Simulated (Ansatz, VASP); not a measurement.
## LaAgCO4 in VASP and in Ansatz

The input INCAR:

```
ALGO = Normal
EDIFF = 1E-6
ENCUT = 520
GGA = PE
ISIF = 2
ISMEAR = -1
LASPH = T
LCHARG = F
LREAL = F
LWAVE = F
NBANDS = 63
NELM = 80
PREC = Accurate
SIGMA = 0.1
```

The input KPOINTS:

```
k-points
0
Gamma
  9 9 3
```

File POSCAR:

```
LaAgCO4
1.0
    3.6285150000      0.0000000000      0.0000000000
    0.0000000000      3.6285150000      0.0000000000
    0.0000000000      0.0000000000     12.8550260000
O Ag La C
8 2 2 2
Direct
    0.0000000000      0.0000000000      0.2410000000
    0.5000000000      0.5000000000      0.2410000000
    0.5000000000      0.5000000000      0.7590000000
    0.0000000000      0.0000000000      0.7590000000
    0.0000000000      0.5000000000      0.0770000000
    0.5000000000      0.0000000000      0.9230000000
    0.0000000000      0.5000000000      0.4040000000
    0.5000000000      0.0000000000      0.5960000000
    0.0000000000      0.5000000000      0.5806000000
    0.5000000000      0.0000000000      0.4194000000
    0.0000000000      0.5000000000      0.8908000000
    0.5000000000      0.0000000000      0.1092000000
    0.0000000000      0.5000000000      0.2760000000
    0.5000000000      0.0000000000      0.7240000000
```

Input for Ansatz:

```yaml
crystal:
  lattice:
    - [3.628515, 0.0, 0.0]
    - [0.0, 3.628515, 0.0]
    - [0.0, 0.0, 12.855026]
  atoms:
    - { symbol: O, position: [0.0, 0.0, 0.241] }
    - { symbol: O, position: [0.5, 0.5, 0.241] }
    - { symbol: O, position: [0.5, 0.5, 0.759] }
    - { symbol: O, position: [0.0, 0.0, 0.759] }
    - { symbol: Ag, position: [0.0, 0.5, 0.5806] }
    - { symbol: Ag, position: [0.5, 0.0, 0.4194] }
    - { symbol: La, position: [0.0, 0.5, 0.8908] }
    - { symbol: La, position: [0.5, 0.0, 0.1092] }
    - { symbol: C, position: [0.0, 0.5, 0.276] }
    - { symbol: C, position: [0.5, 0.0, 0.724] }
    - { symbol: O, position: [0.0, 0.5, 0.077] }
    - { symbol: O, position: [0.5, 0.0, 0.923] }
    - { symbol: O, position: [0.0, 0.5, 0.404] }
    - { symbol: O, position: [0.5, 0.0, 0.596] }
  symmetry: { tolerance: 0.0003 }
kpoints:
  mp_grid: { grid: [9, 9, 3], shift: [0, 0, 0] }
  band_path:
    path:
      - [0.0, 0.0, 0.0]
      - [0.0, 0.5, 0.0]
      - [0.5, 0.5, 0.0]
      - [0.0, 0.0, 0.0]
      - [0.0, 0.0, 0.5]
      - [0.0, 0.5, 0.5]
      - [0.5, 0.5, 0.5]
      - [0.0, 0.0, 0.5]
      - [0.0, 0.5, 0.0]
      - [0.0, 0.5, 0.5]
      - [0.5, 0.5, 0.0]
    npoints: 6
magnetization:
  spin_polarized: false
scf:
  occupations: { method: fermi_dirac }
  lower_state_search: "off"
  max_iter: 200
hamiltonian:
  pseudopotentials: { kind: paw }
  xc: pbe
basis:
  ecutwfc: 420
  fft_grid_basis: typed
output:
  forces: true
  stress: true
  eigenvalues: true
  bader: true
  populations: true
  elf: true
  write_potential: true
  volumetric_format: npy
  dos:
    e_range: [-12, 8]
    de: 0.05
    projected: { site_lists: { Ag: [Ag], C: [C], La: [La], O: [O] } }
checkpoint:
  read: saved_state
```

Alike in both runs: task single point; functional PBE; k mesh 9 × 9 × 3; no spin polarisation.

|  | VASP | Ansatz |
| --- | --- | --- |
| version | VASP 6.6.1 | Ansatz 0.2.0 |
| potentials or method | VASP PAW PBE potentials, release 64 (O, Ag, La, C), cutoff 520 eV | PAW plane waves |
| occupations | fermi-dirac, width 0.1 eV | fermi-dirac |
| valence electrons in the cell | 100 | 116 |

```tsv
	VASP	Ansatz	Ansatz less VASP
pressure (GPa)	-6.4	-6.2	+0.23
rms of the force components (eV/Å)	1.358	1.373	+0.0146
```

VASP's potentials hold 100 valence electrons a cell and Ansatz's 116, so a difference there can come from the potentials and not from the codes.

Spin-orbit coupling is off throughout.
